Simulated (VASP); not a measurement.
# H4C in VASP: notebook

H4C is run at these levels: LDA; tasks: single point.

All numbers are computed with VASP 6.6.1; they aren't measurements. Logs are shortened: lines on timing, memory, paths and dates and some standing lists are left out, and cuts for length are marked.

## Step 1: The cell of the first run

The cell holds an amorphous packing of atoms, 40 atoms: a = 7.388 Å, b = 7.388 Å, c = 7.388 Å, α = 90.00°, β = 90.00°, γ = 90.00°.

## Step 2: Single point, LDA

Contents of INCAR:

```
  ALGO = Normal
  EDIFF = 1E-6
  ENCUT = 520
  GGA = CA
  GGA_COMPAT = F
  ISIF = 2
  ISMEAR = -1
  LASPH = T
  LCHARG = F
  LREAL = Auto
  LWAVE = F
  NBANDS = 58
  NELM = 120
  PREC = Accurate
  SIGMA = 0.02
```

Contents of KPOINTS:

```
k-points
0
Gamma
  1 1 1
```

Contents of POSCAR:

```
H4C
1.0
    7.3876590000      0.0000000000      0.0000000000
    0.0000000000      7.3876590000      0.0000000000
    0.0000000000      0.0000000000      7.3876590000
C H
8 32
Direct
    0.5203948910      0.5465330763      0.4501290598
    0.8136813028      0.3389436356      0.1220007583
    0.3840323437      0.5070753807      0.8280972362
    0.0693453772      0.9387547530      0.7328031789
    0.9440067550      0.3930473781      0.6713087326
    0.1247756563      0.1529848630      0.3170963901
    0.7219743088      0.8337959291      0.1578713907
    0.5044764519     -0.0093128283      0.6570823044
    0.4928895608      0.4249654728      0.3387270582
    0.6402704835      0.5133967337      0.5290444510
    0.3805264970      0.5229667477      0.5205979323
    0.5553721416      0.6693053916      0.4015209690
    0.9492722932      0.4185222951      0.1090467224
    0.8154545303      0.2449896510      0.0017055470
    0.7065431688      0.4232057814      0.1463521800
    0.8350141770      0.2527999736      0.2359746166
    0.2710736920      0.5408749917      0.7321263745
    0.5038944001      0.6118717716      0.8151296642
    0.4744128011      0.3944009868      0.8023109892
    0.3711730604      0.5321442151      0.9742869832
    0.1587106281      0.9212661277      0.8452745315
    0.0010152066      0.8286522158      0.6457119908
    0.1580473598      0.9715120852      0.6198309911
   -0.0315661565      1.0487490015      0.7377032427
    0.9995588589      0.3199795768      0.8029877936
    0.8507972553      0.5016338735      0.6944960508
    0.8323611038      0.3150253687      0.6000818392
    1.0713136597      0.4041334339      0.5908908356
    0.0380499425      0.1560710910      0.4464066357
    0.0690746554      0.2553718302      0.2426343717
    0.1042955556      0.0282092067      0.2234672716
    0.2795337468      0.1766594804      0.3363040985
    0.6147278861      0.7677533573      0.2343502861
    0.8313323612      0.7283768783      0.1442134782
    0.7831844973      0.9465244674      0.2443263827
    0.6721750422      0.8832703296      0.0250823705
    0.5660521147     -0.1462168192      0.6157701648
    0.5434468483      0.1185761281      0.5693143119
    0.5732939217     -0.0070793739      0.7798410836
    0.3553223017     -0.0238776587      0.6865503673
```

Potentials or basis: VASP PAW LDA potentials, release 64 (C, H).

Command:

```
cat potpaw_LDA.64/C/POTCAR potpaw_LDA.64/H/POTCAR > POTCAR
mpirun -np 1 vasp_gam > vasp.out
```

OUTCAR:

```text
EDIFF = 1E-6
   ENCUT = 520
   GGA = CA
   ISIF = 2
   ISMEAR = -1
   LASPH = T
   LREAL = Auto
   NELM = 120
   PREC = Accurate

 ion  position               nearest neighbor table
   1  0.520  0.547  0.450-  12 1.01  10 1.09  11 1.17   9 1.23
   2  0.814  0.339  0.122-  15 1.02  16 1.07  14 1.13  13 1.17
   3  0.384  0.507  0.828-  19 1.08  20 1.10  17 1.12  18 1.18
   4  0.069  0.939  0.733-  21 1.07  23 1.09  24 1.10  22 1.15
   5  0.944  0.393  0.671-  26 1.07  28 1.12  27 1.14  25 1.19
   6  0.125  0.153  0.317-  30 1.02  29 1.15  31 1.16  32 1.17
   7  0.722  0.834  0.158-  33 1.09  36 1.11  34 1.13  35 1.14
   8  0.504  0.991  0.657-  39 1.04  40 1.13  37 1.15  38 1.18
   9  0.493  0.425  0.339-   1 1.23
  10  0.640  0.513  0.529-   1 1.09
  11  0.381  0.523  0.521-   1 1.17
  12  0.555  0.669  0.402-   1 1.01
  13  0.949  0.419  0.109-   2 1.17
  14  0.815  0.245  0.002-   2 1.13
[... 24 lines left out ...]
  39  0.573  0.993  0.780-   8 1.04
  40  0.355  0.976  0.687-   8 1.13

  LATTYP: Found a simple cubic cell.
 ALAT       =     7.3876590000

  Lattice vectors:

 A1 = (   7.3876590000,   0.0000000000,   0.0000000000)
 A2 = (   0.0000000000,   7.3876590000,   0.0000000000)
 A3 = (   0.0000000000,   0.0000000000,   7.3876590000)

Analysis of symmetry for initial positions (statically):
=====================================================================
 Subroutine PRICEL returns:
 Original cell was already a primitive cell.

 Routine SETGRP: Setting up the symmetry group for a
 simple cubic supercell.

 Subroutine GETGRP returns: Found  1 space group operations
 (whereof  1 operations were pure point group operations)
 out of a pool of 48 trial point group operations.

The static configuration has the point symmetry C_1 .

Analysis of symmetry for dynamics (positions and initial velocities):
=====================================================================
 Subroutine PRICEL returns:
 Original cell was already a primitive cell.

 Routine SETGRP: Setting up the symmetry group for a
 simple cubic supercell.

 Subroutine GETGRP returns: Found  1 space group operations
 (whereof  1 operations were pure point group operations)
 out of a pool of 48 trial point group operations.

The dynamic configuration has the point symmetry C_1 .

 Subroutine INISYM returns: Found  1 space group operations
 (whereof  1 operations are pure point group operations),
 and found     1 'primitive' translations

----------------------------------------------------------------------------------------

                                     Primitive cell

  volume of cell :     403.2000

  direct lattice vectors                    reciprocal lattice vectors
     7.387659000  0.000000000  0.000000000     0.135360877  0.000000000  0.000000000
     0.000000000  7.387659000  0.000000000     0.000000000  0.135360877  0.000000000
     0.000000000  0.000000000  7.387659000     0.000000000  0.000000000  0.135360877

  length of vectors
     7.387659000  7.387659000  7.387659000     0.135360877  0.135360877  0.135360877

  position of ions in fractional coordinates (direct lattice)
     0.520394891  0.546533076  0.450129060
     0.813681303  0.338943636  0.122000758
     0.384032344  0.507075381  0.828097236
     0.069345377  0.938754753  0.732803179
     0.944006755  0.393047378  0.671308733
     0.124775656  0.152984863  0.317096390
[... 32 lines left out ...]
     0.573293922  0.992920626  0.779841084
     0.355322302  0.976122341  0.686550367

  ion indices of the primitive-cell ions
   primitive index   ion index
                 1           1
                 2           2
                 3           3
                 4           4
                 5           5
                 6           6
[... 32 lines left out ...]
                39          39
                40          40

----------------------------------------------------------------------------------------

 KPOINTS: k-points

Automatic generation of k-mesh.
 Grid dimensions read from file:
 generate k-points for:    1    1    1

 Generating k-lattice:

  Cartesian coordinates                     Fractional coordinates (reciprocal lattice)
     0.135360877  0.000000000  0.000000000     1.000000000  0.000000000  0.000000000
     0.000000000  0.135360877  0.000000000     0.000000000  1.000000000  0.000000000
     0.000000000  0.000000000  0.135360877     0.000000000  0.000000000  1.000000000

  Length of vectors
     0.135360877  0.135360877  0.135360877

  Shift w.r.t. Gamma in fractional coordinates (k-lattice)
     0.000000000  0.000000000  0.000000000

 Subroutine IBZKPT returns following result:
 ===========================================

 Found      1 irreducible k-points:

 Following reciprocal coordinates:
            Coordinates               Weight
  0.000000  0.000000  0.000000      1.000000
   k-points           NKPTS =      1   k-points in BZ     NKDIM =      1   number of bands    NBANDS=     58
   number of dos      NEDOS =    301   number of ions     NIONS =     40
   total plane-waves  NPLWV = 175616
   dimension x,y,z NGX =    56 NGY =   56 NGZ =   56
   dimension x,y,z NGXF=   112 NGYF=  112 NGZF=  112
   ions per type =               8  32
   NGX,Y,Z   is equivalent  to a cutoff of  12.60, 12.60, 12.60 a.u.
   NGXF,Y,Z  is equivalent  to a cutoff of  25.20, 25.20, 25.20 a.u.
 SYSTEM =  unknown system
   PREC   = accura    normal or accurate (medium, high low for compatibility)
   ISTART =      0    job   : 0-new  1-cont  2-samecut
   ICHARG =      2    charge: 1-file 2-atom 10-const
   ISPIN  =      1    spin polarized calculation?
   LNONCOLLINEAR =      F non collinear calculations
   LSORBIT =      F    spin-orbit coupling
   LASPH  =      T    aspherical Exc in radial PAW
   ENCUT  =  520.0 eV  38.22 Ry    6.18 a.u.  13.74 13.74 13.74*2*pi/ulx,y,z
   NELM   =    120;   NELMIN=  2; NELMDL= -5     # of ELM steps
   EDIFF  = 0.1E-05   stopping-criterion for ELM
   LREAL  =      T    real-space projection
   EDIFFG = 0.1E-04   stopping-criterion for IOM
   NSW    =      0    number of steps for IOM
   IBRION =     -1    ionic relax: 0-MD 1-quasi-New 2-CG
   NFREE  =      0    steps in history (QN), initial steepest desc. (CG)
   ISIF   =      2    stress and relaxation
   ISYM   =      2    0-nonsym 1-usesym 2-fastsym
   POTIM  = 0.5000    time-step for ionic-motion
   TEBEG  =    0.0;   TEEND  =   0.0 temperature during run
   PSTRESS=    0.0 pullay stress
   NELECT =      64.0000    total number of electrons
   NUPDOWN=      -1.0000    fix difference up-down
   EMIN   =  10.00;   EMAX   =-10.00  energy-range for DOS
   EFERMI =   0.00;   METHOD = LEGACY
   ISMEAR =    -1;   SIGMA  =   0.02  broadening in eV -4-tet -1-fermi 0-gaus
   EFERMI_NEDOS =   21; number of points for ismear=-14 and -15
   IALGO  =     38    algorithm
   IMIX   =      4    mixing-type and parameters
     AMIX     =   0.40;   BMIX     =  1.00
     AMIX_MAG =   1.60;   BMIX_MAG =  1.00
  volume/ion in A,a.u.               =      10.08        68.02
  Fermi-wavevector in a.u.,A,eV,Ry     =   0.886396  1.675046 10.690078  0.785699
  Thomas-Fermi vector in A             =   2.007557
   LORBIT       =      0    0 simple, 1 ext, 2 COOP (PROOUT), +10 PAW based schemes
   GGA     = CA    functional components
   LHFCALC =     F    Hartree Fock is set to
   AEXX    =    0.0000 exact exchange contribution
   IVDW    =     0    specifies the selected vdW correction
   LEPSILON=     F    determine dielectric tensor
   LRPA    =     F    only Hartree local field effects (RPA)
 non-spin polarized calculation
  energy-cutoff  :      520.00
  volume of cell :      403.20
 maximum number of plane-waves:      5414
 NGX is ok and might be reduce to    54
   NGX = 27   NGY = 27   NGZ = 27

 number of electron      64.0000000 magnetization

 Free energy of the ion-electron system (eV)
  ---------------------------------------------------
  ext. energy  EPLUGINS =         0.00000000
  ---------------------------------------------------
  free energy    TOTEN  =      -195.02292642 eV

  energy without entropy =     -195.02292642  energy(sigma->0) =     -195.02292642

 E-fermi :  -4.4894     XC(G=0):  -6.7429

 val. band max:       -4.9705891466   @ k =   0.0000   0.0000   0.0000
 cond. band min:       0.8267591495   @ k =   0.0000   0.0000   0.0000
 fundamental gap:      5.7973482961
 Fermi energy:        -4.4894273172

 k-point     1 :       0.0000    0.0000    0.0000
  band No.  band energies     occupation
      1     -15.0974      2.00000
      2     -14.6685      2.00000
      3     -14.6224      2.00000
      4     -14.3736      2.00000
      5     -14.1561      2.00000
      6     -13.9356      2.00000
[... 36 lines left out ...]
     43       3.9662      0.00000
     44       4.3022      0.00000
 [bands above 44 left out]

------------------------ aborting loop because EDIFF is reached ----------------------------------------

  FORCE on cell =-STRESS in cart. coord.  units (eV):
  Direction    XX          YY          ZZ          XY          YZ          ZX
  --------------------------------------------------------------------------------------
  -------------------------------------------------------------------------------------
  Total       -7.7894682      1.4180290      1.3055734     -4.9075250     -6.1967163     -1.6929066
  in kB      -30.9526521      5.6347568      5.1878971    -19.5008068    -24.6236071     -6.7270254
  external PRESSURE =      -6.7099994 kB  Pullay stress =       0.0000000 kB

 VOLUME and BASIS-vectors are now :
 -----------------------------------------------------------------------------
  energy-cutoff  :      520.00
  volume of cell :      403.20
      direct lattice vectors                 reciprocal lattice vectors
     7.387659000  0.000000000  0.000000000     0.135360877  0.000000000  0.000000000
     0.000000000  7.387659000  0.000000000     0.000000000  0.135360877  0.000000000
     0.000000000  0.000000000  7.387659000     0.000000000  0.000000000  0.135360877

 POSITION                                       TOTAL-FORCE (eV/Angst)
 -----------------------------------------------------------------------------------
      3.84450      4.03760      3.32540        -3.044715     -6.147702     -0.241060
      6.01120      2.50400      0.90130         4.031232     -1.217376     -1.702235
      2.83710      3.74610      6.11770         2.347493      2.575938      0.571266
      0.51230      6.93520      5.41370        -1.513040     -0.352228     -3.088088
      6.97400      2.90370      4.95940         0.411265     -2.532624      0.894747
      0.92180      1.13020      2.34260         1.659282     -2.672504      1.212360
[... 32 lines left out ...]
      4.23530      7.33536      5.76120         0.964952      0.929311      2.324098
      2.62500      7.21126      5.07200         1.539151      0.260954     -0.519654
 -----------------------------------------------------------------------------------
    total drift:                                0.004049     -0.002038     -0.000022

  FREE ENERGIE OF THE ION-ELECTRON SYSTEM (eV)
  ---------------------------------------------------
  free  energy   TOTEN  =      -195.0229264196 eV

  energy  without entropy=     -195.0229264196  energy(sigma->0) =     -195.02292642
```

Run time: 30 s. Hardware: 1 thread of AMD EPYC 9R45 (Zen 5), shared host; peak memory 0.24 GiB.

Results:

* Free energy: -195.0229 eV
* Pressure: -0.7 GPa
* Largest force: 6.865 eV/Å
* Band gap on the k mesh: 5.80 eV

Forces on the atoms (eV/Å):
```
C   -3.045 -6.148 -0.241
C    4.031 -1.217 -1.702
C    2.347  2.576  0.571
C   -1.513 -0.352 -3.088
C    0.411 -2.533  0.895
C    1.659 -2.673  1.212
C    1.381  0.313  0.498
C   -0.233 -0.305 -2.146
H    1.179  2.306  1.321
H   -0.113 -0.703  0.595
H    2.085  1.105 -0.468
H   -0.165  3.074 -1.553
H   -1.615 -0.454  0.053
H   -0.618  0.757  0.521
H   -2.376  1.709 -0.073
H   -0.229 -0.541  0.891
H    0.647 -0.321  1.004
H   -1.617 -0.432 -0.520
H   -0.605 -1.130 -0.190
H   -1.021 -0.627  0.029
H   -0.171 -0.792  1.008
H    0.434  0.044  1.979
H    0.197  0.824 -0.194
H    0.314 -0.096  0.521
H   -1.313  1.113 -1.637
H    0.551  1.726  0.725
H    1.269 -0.685  0.189
H   -0.939  0.566 -0.219
H    1.172 -0.550 -1.057
H   -0.459  2.303 -1.562
H    0.178  0.925  1.364
H   -1.730 -0.338  0.150
H   -0.262  0.229 -0.245
H   -0.551  0.587 -0.282
H   -0.648 -0.718 -0.787
H    0.247 -0.090  0.339
H   -0.852  1.275 -0.687
H   -0.531 -1.922  0.983
H    0.965  0.929  2.324
H    1.539  0.261 -0.520
```

Caveat: the k points lie up to 0.85 Å⁻¹ apart.

## Step 3: Single point, LDA

Contents of INCAR:

```
SYSTEM = H4C
  PREC = Accurate
  ENCUT = 520
  EDIFF = 1E-6
  ISMEAR = -1
  SIGMA = 0.02
  LREAL = Auto
  LASPH = .TRUE.
  NELM = 120
  ALGO = Normal
  ISIF = 2
  LWAVE = .FALSE.
  LCHARG = .FALSE.
  GGA = CA
  NBANDS = 58
  GGA_COMPAT = .FALSE.
```

Contents of KPOINTS:

```
Automatic mesh
0
G
  1 1 1
  0 0 0
```

Contents of POSCAR:

```
H4C
1.0
    7.3876590000      0.0000000000      0.0000000000
    0.0000000000      7.3876590000      0.0000000000
    0.0000000000      0.0000000000      7.3876590000
C H
8 32
Direct
    0.5146691259      0.5536259863      0.4497365133
    0.8135459420      0.3414072036      0.0899879109
    0.3925465428      0.5353387318      0.8687461075
    0.0722014917      0.9695628886      0.7391109958
    0.9240816340      0.3913824393      0.6880528730
    0.0982449244      0.1520779451      0.3460500816
    0.7565590128      0.8327536504      0.1315843084
    0.5299107606     -0.0147272634      0.6632818326
    0.6586930989      0.5338768343      0.3967968744
    0.5342829170      0.6042509542      0.5865051432
    0.4100487042      0.4362274978      0.4322478880
    0.4573708667      0.6470114552      0.3643779444
    0.9201967768      0.4417772937      0.0764247511
    0.8327671865      0.2233589829     -0.0062130642
    0.7015212803      0.4127965300      0.0264495153
    0.7631510875      0.3096515418      0.2264858191
    0.2886841420      0.6296175825      0.8138572720
    0.5128958984      0.6145519169      0.9137265269
    0.4223665440      0.4136493035      0.7895058502
    0.3310385604      0.4890453119      0.9930886090
    0.0494473283      1.0121609565      0.8759202340
    0.2107298131      0.8987691500      0.7505354538
    0.0818256500      1.0903860073      0.6584359132
   -0.0436268106      0.8817272156      0.7034434047
    0.9500303141      0.3018547553      0.8148318703
    0.8863565576      0.5345401026      0.7662779238
    0.8292748758      0.2968464029      0.6084606775
    1.0509012395      0.3991927619      0.6013406953
    0.0077697143      0.2672700513      0.4239096580
    0.2082391729      0.2044761405      0.2694358253
   -0.0017055470      0.0649596848      0.2727657029
    0.1564501014      0.0722014917      0.4645179210
    0.8223714711      0.6919918746      0.1221361192
    0.8478734603      0.9444940542      0.1395570640
    0.7045669000      0.8223037907      0.2751209822
    0.6487170022      0.8471425116      0.0304155890
    0.5094035878     -0.1238010580      0.5656866404
    0.6061189343      0.0795786595      0.5593382153
    0.6380234930     -0.0326219713      0.7543932388
    0.4102517455      0.0150115212      0.7366745000
```

Potentials or basis: VASP PAW LDA potentials, release 64 (C, H).

Command:

```
cat potpaw_LDA.64/C/POTCAR potpaw_LDA.64/H/POTCAR > POTCAR
mpirun -np 1 vasp_gam > vasp.out
```

Run time: 34 s. Hardware: 1 thread of AMD EPYC 9R45 (Zen 5), shared host; peak memory 0.24 GiB.

The run converged. Its results:

```yaml
Free_energy: -196.1510 eV
Pressure: -0.8 GPa
Largest_force: 3.827 eV/Å
Band_gap_on_the_k_mesh: 6.03 eV
```

Forces on the atoms (eV/Å):
```
C    1.086 -2.717  0.187
C   -1.012 -0.558 -1.018
C   -0.264  0.698  0.708
C    1.122 -1.372  0.845
C    0.334  0.043  2.097
C   -2.229  0.272  3.012
C   -0.300 -2.433  1.604
C    1.897  0.939 -3.188
H   -1.237 -0.539  0.191
H   -0.446 -0.077  0.237
H    1.714  0.747  0.610
H   -1.025  2.455 -1.517
H    0.709 -0.211  0.459
H    0.106  0.522  1.227
H   -0.659  0.224 -0.280
H    0.554 -0.161 -0.052
H    0.431 -0.384 -0.415
H   -0.148 -0.315 -0.493
H    0.090  0.284 -0.345
H   -0.283 -0.370  0.762
H   -0.335  0.346  1.077
H   -1.672  0.261 -0.573
H   -0.039  0.204 -0.153
H    0.477  0.017 -0.256
H    0.360  0.981 -1.641
H    0.053 -2.430 -2.127
H   -0.037  1.670  0.666
H   -0.715  0.374  0.990
H    1.752 -1.829 -1.839
H    0.582  0.622 -0.940
H    0.736  0.404  0.101
H   -0.248  0.437 -1.443
H   -0.255  1.533 -0.392
H    0.793  0.582 -0.544
H   -0.341  0.241 -0.837
H   -0.022  0.114  0.128
H   -0.135 -0.777  0.530
H   -1.719  0.065  1.428
H    1.168 -0.984  1.167
H   -0.843  1.122  0.024
```

Stress tensor (GPa, compression positive):
```
-1.14 -0.37  0.30
-0.37 -1.53 -1.95
 0.30 -1.95  0.32
```

Levels at points of the mesh, in eV from the valence-band top:
| k point | band 29 | band 30 | band 31 | band 32 | band 33 | band 34 | band 35 | band 36 |
| --- | --- | --- | --- | --- | --- | --- | --- | --- |
| (0.00, 0.00, 0.00) | -0.46 | -0.17 | -0.15 | 0.00 | 6.03 | 7.55 | 7.98 | 8.10 |

Caveat: the k points lie up to 0.85 Å⁻¹ apart.
